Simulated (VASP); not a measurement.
Write the native input for VASP 6.6.1 that does the following.

* Task: single point
* Functional: PBEsol
* Potentials or basis: VASP PAW PBE potentials, release 64 (Ag_sv_GW)
* Cutoff: 630 eV
* k mesh: 15 × 15 × 8
* Occupations: fermi-dirac, width 0.05 eV
* Spin: no spin polarisation
* Dipole correction: no
* Further INCAR settings: ALGO = Normal; EDIFF = 1e-06; NBANDS = 26

The structure of Ag lies in POSCAR:

```
Ag
1.0
    2.2720945871      0.0000000000      0.0000000000
   -1.1360472936      1.9676916323      0.0000000000
    0.0000000000      0.0000000000      3.7287370842
Ag
2
Direct
    0.3333333333      0.6666666667      0.2500000000
    0.6666666667      0.3333333333      0.7500000000
```

This isn't the form of Ag at room conditions, which is fcc.

One way to write it, as run:

INCAR

```
  PREC = Accurate
  ENCUT = 630
  EDIFF = 1E-6
  ISMEAR = -1
  SIGMA = 0.05
  LREAL = F
  LASPH = T
  NELM = 120
  ALGO = Normal
  ISIF = 2
  LWAVE = F
  LCHARG = T
  GGA = PS
  LELF = T
  LVHAR = T
  NBANDS = 26
  GGA_COMPAT = F
```

KPOINTS

```
regular mesh
0
Gamma
  15 15 8
```

Potentials or basis: VASP PAW PBE potentials, release 64 (Ag_sv_GW).

The run is started by

```bash
$ cat potpaw_PBE.64/Ag_sv_GW/POTCAR > POTCAR
$ mpirun -np 1 vasp_std > vasp.out
```

It gave:

```yaml
Pressure: 544.3 GPa
Band_gap_on_the_k_mesh: zero (bands 19 and 20 overlap by 12.87 eV)
```

Caveat: the cell stands under pressure; the PAW data sets were made with another functional, which shifts forces and pressure a little.

Run time: 82 s on 1 thread of AMD EPYC 7R43 64-Core Processor (Zen 3), with other jobs on the host, peak memory 0.17 GiB.
